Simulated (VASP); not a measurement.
The system is BaSrI4.

```
Ba Sr I
1.0
     5.80709    0.00000    0.00000
     0.00000    5.80709    0.00000
     0.00000    0.00000    8.25103
Ba Sr I
1 1 4
Direct
  0.50000 0.50000 0.00000
  0.00000 0.00000 0.50000
  0.00000 0.50000 0.25794
  0.50000 0.00000 0.25794
  0.00000 0.50000 0.74206
  0.50000 0.00000 0.74206
```

- Program: VASP 6.6.1
- Task: relaxation of cell and atoms
- Functional: PBEsol
- Potentials or basis: VASP PAW PBE potentials, release 64 (Ba_sv, Sr_sv, I)
- Cutoff: 600 eV
- k mesh: 2 × 2 × 2
- Occupations: methfessel-paxton, width 0.01 eV
- Spin: no spin polarisation

At the start: pressure -1.1 GPa; volume 46.37 Å³/atom.

**Question.** How do energy, volume and symmetry change on relaxing?

**Answer.** Over 7 steps the energy falls by 9.2 meV/atom and the volume is 43.94 Å³/atom (-5.2 %); space group P4/mmm (No. 123, to 0.05 Å).

The path:
```csv
step,energy change (eV),largest force (eV/Å),pressure (GPa),volume (Å³)
1,0.0000,0.0046,-1.13,278.24
2,-0.0540,0.0091,-0.16,265.30
3,-0.0550,0.0101,0.00,263.45
4,-0.0550,0.0102,0.02,263.16
5,-0.0550,0.0086,0.02,263.40
6,-0.0549,0.0035,-0.06,264.11
7,-0.0550,0.0066,-0.02,263.66
```

Final structure:
```
CELL_PARAMETERS angstrom
5.70072 0.00000 0.00000
0.00000 5.70072 0.00000
0.00000 0.00000 8.11320
ATOMIC_POSITIONS crystal
Ba 0.50000 0.50000 0.00000
Sr 0.00000 0.00000 0.50000
I 0.00000 0.50000 0.25811
I 0.50000 0.00000 0.25811
I 0.00000 0.50000 0.74189
I 0.50000 0.00000 0.74189
```

Caveat: the k points lie up to 0.55 Å⁻¹ apart in the final cell; the PAW data sets were made with another functional, which shifts forces and pressure a little.
